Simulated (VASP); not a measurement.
# Co (P6_3/mmc) in VASP: notebook, part 2 of 2

VASP 6.6.1. Earlier steps stand in the parts before.

## Step 3: Single point, r2SCAN+U, collinear spin, ferromagnetic start

POSCAR

```
Co
1.0
    2.5073990900      0.0000000000      0.0000000000
   -1.2536995500      2.1714713100      0.0000000000
    0.0000000000      0.0000000000      4.0699000000
Co
2
Direct
    0.3333333300      0.6666666700      0.2500000000
    0.6666666700      0.3333333300      0.7500000000
```

INCAR.step1

```
PREC = Accurate
ENCUT = 520
ISMEAR = 1
SIGMA = 0.15
LREAL = False
LASPH = True
NELM = 150
ISPIN = 2
MAGMOM = 3 3
LMAXMIX = 4
LDAU = True
LDAUTYPE = 2
LDAUL = 2
LDAUU = 1.3
LDAUJ = 0
NBANDS = 20
GGA = PE
ALGO = Normal
EDIFF = 1E-4
LWAVE = True
LCHARG = False
```

INCAR.step2

```
PREC = Accurate
ENCUT = 520
EDIFF = 1E-7
ISMEAR = 1
SIGMA = 0.15
LREAL = False
LASPH = True
NELM = 150
ALGO = Normal
ISIF = 2
LWAVE = False
LCHARG = True
ISPIN = 2
MAGMOM = 3 3
LORBIT = 11
LMAXMIX = 4
LDAU = True
LDAUTYPE = 2
LDAUL = 2
LDAUU = 1.3
LDAUJ = 0
LDAUPRINT = 1
METAGGA = R2SCAN
LMIXTAU = True
LELF = True
LVHAR = True
NBANDS = 20
ISTART = 1
```

KPOINTS

```
regular mesh
0
Gamma
  14 14 8
```

Potentials or basis: VASP PAW PBE potentials, release 64 (Co).

Command:

```bash
> cat potpaw_PBE.64/Co/POTCAR > POTCAR
> cp INCAR.step1 INCAR
> mpirun -np 1 vasp_std > vasp.out
> cp INCAR.step2 INCAR
> mpirun -np 1 vasp_std > vasp.out
```

OUTCAR:

```text
PREC = Accurate
   ENCUT = 520
   EDIFF = 1E-7
   ISMEAR = 1
   LREAL = False
   LASPH = True
   NELM = 150
   ISIF = 2
   ISPIN = 2
   LORBIT = 11
   METAGGA = R2SCAN
   ISTART = 1

 ion  position               nearest neighbor table
   1  0.333  0.667  0.250-   2 2.50   2 2.50   2 2.50   2 2.50   2 2.50   2 2.50
   2  0.667  0.333  0.750-   1 2.50   1 2.50   1 2.50   1 2.50   1 2.50   1 2.50

  LATTYP: Found a hexagonal cell.
 ALAT       =     2.5073990900
 C/A-ratio  =     1.6231560489

  Lattice vectors:

 A1 = (   2.5073990900,   0.0000000000,   0.0000000000)
 A2 = (  -1.2536995500,   2.1714713100,   0.0000000000)
 A3 = (   0.0000000000,   0.0000000000,   4.0699000000)

Analysis of symmetry for initial positions (statically):
=====================================================================
 Subroutine PRICEL returns:
 Original cell was already a primitive cell.

 Routine SETGRP: Setting up the symmetry group for a
 hexagonal supercell.

 Subroutine GETGRP returns: Found 24 space group operations
 (whereof 12 operations were pure point group operations)
 out of a pool of 24 trial point group operations.

The static configuration has the point symmetry D_3d.
 The point group associated with its full space group is D_6h.

Analysis of symmetry for dynamics (positions and initial velocities):
=====================================================================
 Subroutine PRICEL returns:
 Original cell was already a primitive cell.

 Routine SETGRP: Setting up the symmetry group for a
 hexagonal supercell.

[... 223 lines left out ...]
  o =  0.9204  v =  0.0000 -0.0000 -1.0000 -0.0000  0.0000  0.0000  0.0000  0.0000  0.0000  0.0000      0.0000  0.0000  0.0000  0.0000  0.0000  0.0000  0.0000  0.0000  0.0000  0.0000
  o =  0.9231  v = -0.1277 -0.0000 -0.0000 -0.0000  0.9918  0.0000  0.0000  0.0000  0.0000  0.0000      0.0000  0.0000  0.0000  0.0000  0.0000  0.0000  0.0000  0.0000  0.0000  0.0000
  o =  0.9231  v =  0.9918 -0.0000  0.0000 -0.0000  0.1277  0.0000  0.0000  0.0000  0.0000  0.0000      0.0000  0.0000  0.0000  0.0000  0.0000  0.0000  0.0000  0.0000  0.0000  0.0000
  o =  0.9305  v =  0.0000 -0.6611  0.0000 -0.7503 -0.0000  0.0000  0.0000  0.0000  0.0000  0.0000      0.0000  0.0000  0.0000  0.0000  0.0000  0.0000  0.0000  0.0000  0.0000  0.0000
  o =  0.9305  v =  0.0000 -0.7503  0.0000  0.6611 -0.0000  0.0000  0.0000  0.0000  0.0000  0.0000      0.0000  0.0000  0.0000  0.0000  0.0000  0.0000  0.0000  0.0000  0.0000  0.0000

 number of electron      18.0000002 magnetization       3.5999559

 Free energy of the ion-electron system (eV)
  ---------------------------------------------------
  ext. energy  EPLUGINS =         0.00000000
  ---------------------------------------------------
  free energy    TOTEN  =       -24.30624761 eV

  energy without entropy =      -24.30628170  energy(sigma->0) =      -24.30625897

 E-fermi :  10.1023     XC(G=0): -14.5253

 val. band max:       10.1018124167   @ k =   0.1429   0.1429   0.3750
 cond. band min:      10.1036560478   @ k =   0.2143   0.1429   0.0000
 fundamental gap:      0.0018436311
 Fermi energy:        10.1023043828

 spin component 1

 k-point     1 :       0.0000    0.0000    0.0000
  band No.  band energies     occupation
      1       0.8644      1.00000
      2       3.9973      1.00000
      3       6.1865      1.00000
      4       6.1955      1.00000
      5       6.1956      1.00000
      6       6.4787      1.00000
[... 1097 lines left out ...]
     19      27.7085      0.00000
     20      43.8690      0.00000

 [... further k-points ...]
[... 5 lines left out ...]
  --------------------------------------------------------------------------------------
  -------------------------------------------------------------------------------------
  Total       -1.4857712     -1.4857712     -0.8603627      0.0000000     -0.0000000      0.0000000
  in kB     -107.4239751   -107.4239752    -62.2057947      0.0000002     -0.0000000      0.0000000
  external PRESSURE =     -92.3512483 kB  Pullay stress =       0.0000000 kB

 VOLUME and BASIS-vectors are now :
 -----------------------------------------------------------------------------
  energy-cutoff  :      520.00
  volume of cell :       22.16
      direct lattice vectors                 reciprocal lattice vectors
     2.507399090  0.000000000  0.000000000     0.398819639  0.230258627  0.000000000
    -1.253699550  2.171471310  0.000000000     0.000000000  0.460517252  0.000000000
     0.000000000  0.000000000  4.069900000     0.000000000  0.000000000  0.245706283

 POSITION                                       TOTAL-FORCE (eV/Angst)
 -----------------------------------------------------------------------------------
     -0.00000      1.44765      1.01747         0.000000      0.000000      0.000000
      1.25370      0.72382      3.05242        -0.000000      0.000000      0.000000
 -----------------------------------------------------------------------------------
    total drift:                                0.000000     -0.000000     -0.000000

  FREE ENERGIE OF THE ION-ELECTRON SYSTEM (eV)
  ---------------------------------------------------
  free  energy   TOTEN  =       -24.3062476095 eV

  energy  without entropy=      -24.3062816964  energy(sigma->0) =      -24.30625897

 total charge

# of ion       s       p       d       tot
------------------------------------------
    1        0.499   0.537   7.230   8.266
    2        0.499   0.537   7.230   8.266
--------------------------------------------------
tot          0.999   1.074  14.459  16.532

 magnetization (x)

# of ion       s       p       d       tot
------------------------------------------
    1       -0.015  -0.098   2.004   1.892
    2       -0.015  -0.098   2.004   1.892
--------------------------------------------------
tot         -0.029  -0.197   4.009   3.783
```

It took 6.1 min on 1 thread of Intel Xeon Platinum 8488C (Sapphire Rapids), shared host; peak memory 0.21 GiB.

What came out:

```yaml
Free_energy: -24.3062 eV
Pressure: -9.2 GPa
Net_moment: 3.60 μB per cell
Site_moments: Co +1.89 μB
Valence_electrons_inside_the_program's_atomic_spheres: Co 8.27
```

Eigenvalues of the final occupation matrices:
```
    site  spin  trace               eigenvalues
site 1 d     1   4.63  0.92 0.92 0.92 0.93 0.93
site 1 d     2   2.63  0.49 0.49 0.54 0.54 0.57
site 2 d     1   4.63  0.92 0.92 0.92 0.93 0.93
site 2 d     2   2.63  0.49 0.49 0.54 0.54 0.57
```

Caveat: the cell stands under tension; the PAW data sets were made with another functional, which shifts forces and pressure a little; the U is typed as a test and isn't derived for this compound.
